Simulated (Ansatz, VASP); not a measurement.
**B in VASP and in Ansatz**

```
B
1.0
     0.00000    1.40822    1.40822
     1.40822    0.00000    1.40822
     1.40822    1.40822    0.00000
B
1
Direct
  0.00000 0.00000 0.00000
```

Alike in both runs: task single point; functional BLYP; k mesh 21 × 21 × 21; occupations fermi-dirac, width 0.1 eV; no spin polarisation.

|  | VASP | Ansatz |
| --- | --- | --- |
| version | VASP 6.6.1 | Ansatz 0.2.0 |
| potentials or method | VASP PAW PBE potentials, release 64 (B), cutoff 520 eV | plane waves (420 eV) with PAW, scalar-relativistic |
| valence electrons in the cell | 3 | 3 |

Ansatz gave:

* pressure (GPa): 23.5

What did VASP give for the same quantities?

Pressure (GPa): 23.7.

VASP's potentials were made for PBE, not for BLYP.
